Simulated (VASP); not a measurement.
Runs of VASP 6.6.1 on Na3In. It takes space group Fm-3m (No. 225, cubic). Conventional cell: a = 7.781 Å, b = 7.781 Å, c = 7.781 Å, α = 90.00°, β = 90.00°, γ = 90.00°. Within 4.4 Å of Na (site symmetry -43m) lie 10 Na at 3.37 to 3.89 Å and 4 In at 3.37 Å. Within 4.4 Å of Na (site symmetry m-3m) lie 8 Na at 3.37 Å and 6 In at 3.89 Å. In (site symmetry m-3m) has 14 Na at 3.37 to 3.89 Å within 4.4 Å. 

| k mesh | gap on the mesh (eV) | pressure (GPa) |
| --- | --- | --- |
| 2 × 2 × 2 | none | -1.2 |
| 5 × 5 × 5 | none | (b) |
| 3 × 3 × 3 | none | -1.6 |
| 6 × 6 × 6 | none | -1.3 |
| 4 × 4 × 4 | none | (a) |

Alike in all rows: task single point; level LDA; potentials or basis VASP PAW LDA potentials, release 64 (Na_pv, In_d); no spin polarisation; cell as given; cutoff (eV) 500; smearing gaussian 0.1 eV.

Task: Estimate the missing entries.

Result: (a) -1.5; (b) -1.4.

Caveats: some runs use coarse meshes; spin-orbit coupling is left out, which moves the levels of the heavy elements.

A k mesh can miss the band edges, and the runs leave out spin-orbit coupling on In.

A gap of «none» marks levels without a gap at the run's occupations.
